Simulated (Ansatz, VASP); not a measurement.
# Ga2O3: VASP beside Ansatz

```
Ga O
1.0
     6.22167   -1.54297    0.00969
     6.22167    1.54297    0.00969
    -1.40308    0.00000    5.70838
Ga O
4 6
Direct
  0.08994 0.08994 0.79478
  0.91006 0.91006 0.20522
  0.65850 0.65850 0.31411
  0.34150 0.34150 0.68589
  0.16348 0.16348 0.10929
  0.83652 0.83652 0.89071
  0.17369 0.17369 0.56436
  0.82631 0.82631 0.43564
  0.49597 0.49597 0.25664
  0.50403 0.50403 0.74336
```

Alike in both runs: functional PBE; k mesh 4 × 4 × 4; no spin polarisation.

Ansatz relaxed the structure, and its values are those at the end. VASP's run is a single point on that final structure, the one shown.

|  | VASP | Ansatz |
| --- | --- | --- |
| version | VASP 6.6.1 | Ansatz 0.2.0 |
| potentials or method | VASP PAW PBE potentials, release 64 (Ga_d, O) | scalar-relativistic, plane waves, PAW |
| plane-wave cutoff (eV) | 520 | 420 |
| occupations | gaussian, width 0.01 eV | fixed |
| valence electrons in the cell | 88 | 88 |

```tsv
	VASP	Ansatz	Ansatz less VASP
gap on the k mesh at the Fermi level (eV)	2.00	2.02	+0.016
least direct gap on the mesh (eV)	2.02	2.03	+0.014
pressure (GPa)	0.6	0.0	-0.63
rms of the force components (eV/Å)	0.008	0.000	-0.0078
```

The k mesh is coarse, so the values compare programs but aren't converged.
